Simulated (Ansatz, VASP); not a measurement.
**Two plane-wave programs on Ga**

The input POSCAR:

```
Ga
1.0
    2.7408712373      0.0000000000      0.0000000000
    0.0000000000      3.2372572885      0.0000000000
   -1.3252743986      0.0000000000      3.9363439549
Ga
2
Direct
    0.1345962700      0.7500000000      0.7701668300
    0.8654037300      0.2500000000      0.2298331700
```

The input INCAR.step1:

```
SYSTEM = Ga
PREC = Accurate ; ENCUT = 520
EDIFF = 1E-5 ; ISMEAR = -1
SIGMA = 0.05 ; LREAL = .FALSE.
LASPH = .TRUE. ; NELM = 80
ALGO = Normal ; ISIF = 2
LWAVE = .TRUE. ; LCHARG = .FALSE.
GGA = PE ; NBANDS = 20
```

INCAR.step2

```
SYSTEM = Ga
PREC = Accurate ; ENCUT = 520
EDIFF = 1E-6 ; ISMEAR = -1
SIGMA = 0.05 ; LREAL = .FALSE.
LASPH = .TRUE. ; NELM = 80
ALGO = Normal ; ISIF = 2
LWAVE = .FALSE. ; LCHARG = .FALSE.
GGA = PE ; LHFCALC = .TRUE.
AEXX = 0.25 ; PRECFOCK = Normal
ISTART = 1 ; NBANDS = 20
```

File KPOINTS:

```
regular mesh
0
G
  6 4 4
  0 0 0
```

input.yaml

```yaml
crystal:
  lattice:
    - [2.7408712373, 0.0, 0.0]
    - [0.0, 3.2372572885, 0.0]
    - [-1.3252743986, 0.0, 3.9363439549]
  atoms:
    - { symbol: Ga, position: [0.13459627, 0.75, 0.77016683] }
    - { symbol: Ga, position: [0.86540373, 0.25, 0.22983317] }
hamiltonian:
  xc: pbe0
  pseudopotentials: { kind: paw }
kpoints:
  mp_grid: { grid: [6, 4, 4] }
scf:
  occupations: { method: fermi_dirac, width: 0.05 }
output:
  forces: true
  stress: true
  eigenvalues: true
  write_density: true
  write_potential: true
  elf: true
  volumetric_format: npy
```

Alike in both runs: task single point; functional PBE0; k mesh 6 × 4 × 4; occupations fermi-dirac, width 0.05 eV; no spin polarisation.

|  | VASP | Ansatz |
| --- | --- | --- |
| version | VASP 6.6.1 | Ansatz 0.2.0 |
| potentials or method | VASP PAW PBE potentials, release 64 (Ga_d) | Ansatz PAW |
| plane-wave cutoff (eV) | 520 | 420 |
| valence electrons in the cell | 26 | 26 |

Ansatz gave:

- gap on the k mesh at the Fermi level (eV): none
- pressure (GPa): 2.5
- traceless stress, the component that is largest in VASP (GPa): 0.57
- rms of the force components (eV/Å): 0.089

Question: What did VASP give for the same quantities?

Answer: gap on the k mesh at the Fermi level (eV): none; pressure (GPa): 2.6; traceless stress, the component that is largest in VASP (GPa): 0.57; rms of the force components (eV/Å): 0.088.

Atom by atom the forces differ by 0.001 eV/Å (rms over components). A gap of «none» marks a metal or a gap that the smearing closes.

The k mesh is coarse, so the values compare programs but aren't converged.
